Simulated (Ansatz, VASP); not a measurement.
HfN in VASP and in Ansatz

INCAR

```
PREC     = Accurate       # precision mode
ENCUT    = 600            # plane-wave cutoff, eV
EDIFF    = 1E-6           # SCF threshold, eV
ISMEAR   = 0              # smearing method
SIGMA    = 0.028000000000000004 # smearing width, eV
LREAL    = False          # projectors in reciprocal space
LASPH    = True           # aspherical terms in the spheres
NELM     = 120            # most SCF steps
ALGO     = Normal         # electronic algorithm
ISIF     = 2              # what is computed and relaxed
LWAVE    = False          # write WAVECAR
LCHARG   = False          # write CHGCAR
GGA      = PE             # functional
NBANDS   = 14             # bands
GGA_COMPAT= False
```

The input KPOINTS:

```
Automatic mesh
0
Gamma
  10 10 10
```

POSCAR

```
HfN
1.0
    0.0000000000      2.2560000000      2.2560000000
    2.2560000000      0.0000000000      2.2560000000
    2.2560000000      2.2560000000      0.0000000000
Hf N
1 1
Direct
    0.0000000000      0.0000000000      0.0000000000
    0.5000000000      0.5000000000      0.5000000000
```

File input.yaml:

```yaml
crystal:
  lattice:
    - [0.0, 2.256, 2.256]
    - [2.256, 0.0, 2.256]
    - [2.256, 2.256, 0.0]
  atoms:
    - { symbol: Hf, position: [0.0, 0.0, 0.0] }
    - { symbol: "N", position: [0.5, 0.5, 0.5] }
hamiltonian:
  xc: pbe
  pseudopotentials: { kind: paw }
kpoints:
  mp_grid: { grid: [10, 10, 10] }
scf:
  occupations: { method: gaussian, width: 0.028 }
output:
  forces: true
  stress: true
  eigenvalues: true
```

Alike in both runs: task single point; functional PBE; k mesh 10 × 10 × 10; occupations gaussian, width 0.028 eV; no spin polarisation.

```csv
,VASP,Ansatz
version,VASP 6.6.1,Ansatz 0.2.0
potentials or method,"VASP PAW PBE potentials, release 64 (Hf_pv, N)",Ansatz PAW
plane-wave cutoff (eV),600,420
valence electrons in the cell,15,31
```

Ansatz gave:

| Quantity | Value |
| --- | --- |
| gap on the k mesh at the Fermi level (eV) | none |
| pressure (GPa) | 6.6 |

Q: Which values does VASP return?

A: gap on the k mesh at the Fermi level (eV): none; pressure (GPa): 4.1.

A gap of «none» marks a metal or a gap that the smearing closes. The functional is the same, so the differences come from potentials, cutoffs and numerics. VASP's potentials hold 15 valence electrons a cell and Ansatz's 31, so a difference there can come from the potentials and not from the codes.

Spin-orbit coupling is off throughout.
